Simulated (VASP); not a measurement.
# Pt (I4/mmm) in VASP: notebook

Pt is run at these levels: PBEsol; tasks: single point.

Program: VASP 6.6.1. These are calculated values, not measurements. Logs are shortened: lines on timing, memory, paths and dates and some standing lists are left out, and cuts for length are marked.

## (1) The cell of the first run

Symmetry: I4/mmm, No. 139, tetragonal system. The conventional cell has a = 2.727 Å, b = 2.727 Å, c = 3.916 Å, α = 90.00°, β = 90.00°, γ = 90.00°. Pt (site symmetry 4/mmm) has 12 Pt at 2.73 to 2.75 Å within 3.6 Å.

## (2) Single point, PBEsol (strain -0.015 along x and y, +0.000 along z)

The input, INCAR:

```
PREC     = Accurate       # precision mode
ENCUT    = 520            # plane-wave cutoff, eV
EDIFF    = 1E-7           # SCF threshold, eV
ISMEAR   = 0              # smearing method
SIGMA    = 0.15           # smearing width, eV
LREAL    = F              # projectors in reciprocal space
LASPH    = T              # aspherical terms in the spheres
NELM     = 80             # most SCF steps
ALGO     = Normal         # electronic algorithm
ISIF     = 2              # what is computed and relaxed
LWAVE    = F              # write WAVECAR
LCHARG   = T              # write CHGCAR
GGA      = PS             # functional
LELF     = T              # ELF
LVHAR    = T            
NBANDS   = 11             # bands
```

The input, KPOINTS:

```
regular mesh
0
Gamma
  20 20 20
```

The input, POSCAR:

```
Pt
1.0
    0.0000000000      1.9285315000      1.9579000000
    1.9285315000      0.0000000000      1.9579000000
    1.9285315000      1.9285315000      0.0000000000
Pt
1
Direct
    0.0000000000      0.0000000000      0.0000000000
```

Potentials or basis: VASP PAW PBE potentials, release 64 (Pt).

On the command line:

```console
cat potpaw_PBE.64/Pt/POTCAR > POTCAR
mpirun -np 1 vasp_std > vasp.out
```

OUTCAR:

```text
PREC = Accurate
   ENCUT = 520
   EDIFF = 1E-7
   ISMEAR = 0
   LREAL = F
   LASPH = T
   NELM = 80
   ISIF = 2
   GGA = PS

 ion  position               nearest neighbor table
   1  0.000  0.000  0.000-

  LATTYP: Found a body centered tetragonal cell.
 ALAT       =     2.7273554028
 C/A-ratio  =     1.4357498095

  Lattice vectors:

 A1 = (  -1.9285315000,   0.0000000000,   1.9579000000)
 A2 = (   1.9285315000,   0.0000000000,   1.9579000000)
 A3 = (   0.0000000000,   1.9285315000,  -1.9579000000)

Analysis of symmetry for initial positions (statically):
=====================================================================
 Subroutine PRICEL returns:
 Original cell was already a primitive cell.

 Routine SETGRP: Setting up the symmetry group for a
 body centered tetragonal supercell.

 Subroutine GETGRP returns: Found 16 space group operations
 (whereof 16 operations were pure point group operations)
 out of a pool of 16 trial point group operations.

The static configuration has the point symmetry D_4h.

Analysis of symmetry for dynamics (positions and initial velocities):
=====================================================================
 Subroutine PRICEL returns:
 Original cell was already a primitive cell.

 Routine SETGRP: Setting up the symmetry group for a
 body centered tetragonal supercell.

 Subroutine GETGRP returns: Found 16 space group operations
 (whereof 16 operations were pure point group operations)
 out of a pool of 16 trial point group operations.

The dynamic configuration has the point symmetry D_4h.

 Subroutine INISYM returns: Found 16 space group operations
 (whereof 16 operations are pure point group operations),
 and found     1 'primitive' translations

----------------------------------------------------------------------------------------

                                     Primitive cell

  volume of cell :      14.5638

  direct lattice vectors                    reciprocal lattice vectors
     0.000000000  1.928531500  1.957900000    -0.259264627  0.259264627  0.255375658
     1.928531500  0.000000000  1.957900000     0.259264627 -0.259264627  0.255375658
     1.928531500  1.928531500  0.000000000     0.259264627  0.259264627 -0.255375658

  length of vectors
     2.748200531  2.748200531  2.727355403     0.446825492  0.446825492  0.446825492

  position of ions in fractional coordinates (direct lattice)
     0.000000000  0.000000000  0.000000000

  ion indices of the primitive-cell ions
   primitive index   ion index
[... 74 lines left out ...]
   LREAL  =      F    real-space projection
   EDIFFG = 0.1E-05   stopping-criterion for IOM
   NSW    =      0    number of steps for IOM
   IBRION =     -1    ionic relax: 0-MD 1-quasi-New 2-CG
   NFREE  =      0    steps in history (QN), initial steepest desc. (CG)
   ISIF   =      2    stress and relaxation
   ISYM   =      2    0-nonsym 1-usesym 2-fastsym
   POTIM  = 0.5000    time-step for ionic-motion
   TEBEG  =    0.0;   TEEND  =   0.0 temperature during run
   PSTRESS=    0.0 pullay stress
   NELECT =      10.0000    total number of electrons
   NUPDOWN=      -1.0000    fix difference up-down
   EMIN   =  10.00;   EMAX   =-10.00  energy-range for DOS
   EFERMI =   0.00;   METHOD = LEGACY
   ISMEAR =     0;   SIGMA  =   0.15  broadening in eV -4-tet -1-fermi 0-gaus
   EFERMI_NEDOS =   21; number of points for ismear=-14 and -15
   IALGO  =     38    algorithm
   IMIX   =      4    mixing-type and parameters
     AMIX     =   0.40;   BMIX     =  1.00
     AMIX_MAG =   1.60;   BMIX_MAG =  1.00
  volume/ion in A,a.u.               =      14.56        98.28
  Fermi-wavevector in a.u.,A,eV,Ry     =   1.444276  2.729286 28.380841  2.085933
  Thomas-Fermi vector in A             =   2.562589
   LORBIT       =      0    0 simple, 1 ext, 2 COOP (PROOUT), +10 PAW based schemes
   GGA     = PS    functional components
   LHFCALC =     F    Hartree Fock is set to
   AEXX    =    0.0000 exact exchange contribution
   IVDW    =     0    specifies the selected vdW correction
   LEPSILON=     F    determine dielectric tensor
   LRPA    =     F    only Hartree local field effects (RPA)
 non-spin polarized calculation
 Gauss-broadening in eV      SIGMA  =   0.15
  energy-cutoff  :      520.00
  volume of cell :       14.56
 maximum number of plane-waves:       404
   NGX = 11   NGY = 11   NGZ = 11

 number of electron      10.0000000 magnetization

 Free energy of the ion-electron system (eV)
  ---------------------------------------------------
  ext. energy  EPLUGINS =         0.00000000
  ---------------------------------------------------
  free energy    TOTEN  =        -6.95985382 eV

  energy without entropy =       -6.94127153  energy(sigma->0) =       -6.95056268

 E-fermi :  11.7924     XC(G=0): -13.8349

 val. band max:       11.7905357680   @ k =   0.4500   0.0000   0.0500
 cond. band min:      11.7933533592   @ k =   0.5000   0.0000   0.0000
 fundamental gap:      0.0028175912
 Fermi energy:        11.7924292709

 k-point     1 :       0.0000    0.0000    0.0000
  band No.  band energies     occupation
      1       1.0849      2.00000
      2       7.6331      2.00000
      3       7.8218      2.00000
      4       7.8218      2.00000
      5       9.9508      2.00000
      6      10.1759      2.00000
      7      26.3044      0.00000
      8      31.1813      0.00000
      9      31.5976      0.00000
     10      31.5976      0.00000
     11      36.8898      0.00000
[... 309 lines left out ...]
 k-point    24 :      -0.3500    0.0500    0.0000
  band No.  band energies     occupation
      1       4.0717      2.00000
      2       7.7478      2.00000
      3       8.0182      2.00000
      4       8.6949      2.00000
      5      10.9433      2.00000
      6      11.6757      1.72907
      7      21.0951      0.00000
      8      26.8303      0.00000
      9      31.5354      0.00000
     10      33.3401      0.00000
     11      37.3349      0.00000

 [... further k-points ...]
[... 5 lines left out ...]
  --------------------------------------------------------------------------------------
  -------------------------------------------------------------------------------------
  Total        0.9414564      0.9414564      0.7671603      0.0000000      0.0000000     -0.0000000
  in kB      103.5706788    103.5706788     84.3961727      0.0000000      0.0000000     -0.0000000
  external PRESSURE =      97.1791768 kB  Pullay stress =       0.0000000 kB

 VOLUME and BASIS-vectors are now :
 -----------------------------------------------------------------------------
  energy-cutoff  :      520.00
  volume of cell :       14.56
      direct lattice vectors                 reciprocal lattice vectors
     0.000000000  1.928531500  1.957900000    -0.259264627  0.259264627  0.255375658
     1.928531500  0.000000000  1.957900000     0.259264627 -0.259264627  0.255375658
     1.928531500  1.928531500  0.000000000     0.259264627  0.259264627 -0.255375658

 POSITION                                       TOTAL-FORCE (eV/Angst)
 -----------------------------------------------------------------------------------
      0.00000      0.00000      0.00000        -0.000000      0.000000      0.000000
 -----------------------------------------------------------------------------------
    total drift:                                0.000000     -0.000000      0.000000

  FREE ENERGIE OF THE ION-ELECTRON SYSTEM (eV)
  ---------------------------------------------------
  free  energy   TOTEN  =        -6.9598538209 eV

  energy  without entropy=       -6.9412715344  energy(sigma->0) =       -6.95056268
```

OSZICAR:

```text
N       E                     dE             d eps       ncg     rms          rms(c)
DAV:   1     0.397561366458E+02    0.39756E+02   -0.53855E+03 14369   0.848E+02
DAV:   2    -0.677506241010E+01   -0.46531E+02   -0.44600E+02 16183   0.179E+02
DAV:   3    -0.740237128536E+01   -0.62731E+00   -0.62420E+00 16480   0.199E+01
DAV:   4    -0.740472872196E+01   -0.23574E-02   -0.23572E-02 16306   0.143E+00
DAV:   5    -0.740474642976E+01   -0.17708E-04   -0.17706E-04 16536   0.115E-01    0.148E+01
DAV:   6    -0.701352998362E+01    0.39122E+00   -0.84931E-01 15230   0.737E+00    0.759E+00
DAV:   7    -0.696445674463E+01    0.49073E-01   -0.17066E-01 16352   0.319E+00    0.262E+00
DAV:   8    -0.696010321070E+01    0.43535E-02   -0.74407E-03 15380   0.794E-01    0.642E-01
DAV:   9    -0.695984907437E+01    0.25414E-03   -0.18301E-04 15737   0.127E-01    0.268E-02
DAV:  10    -0.695985366028E+01   -0.45859E-05   -0.36331E-06 17995   0.133E-02    0.397E-03
DAV:  11    -0.695985380708E+01   -0.14680E-06   -0.48028E-08 13427   0.200E-03    0.131E-03
DAV:  12    -0.695985382092E+01   -0.13836E-07   -0.32076E-09  8317   0.403E-04
   1 F= -.69598538E+01 E0= -.69505627E+01  d E =-.185823E-01
```

Wall time 89 s (1 thread of Intel Xeon Platinum 8375C at 2.90GHz (Ice Lake), shared host); peak memory 0.21 GiB.

Results:

| Quantity | Value |
| --- | --- |
| Free energy | -6.9599 eV |
| Pressure | 9.7 GPa |
| Band gap on the k mesh | zero (band 5 reaches 12.40 eV, above the bottom of band 6 at 10.01 eV) |

Caveat: the cell differs from its parent crystal (strain -0.015 along x and y, +0.000 along z); the PAW data sets were made with another functional, which shifts forces and pressure a little; spin-orbit coupling is left out, which moves the levels of the heavy elements.

[end of part 1 of 3]
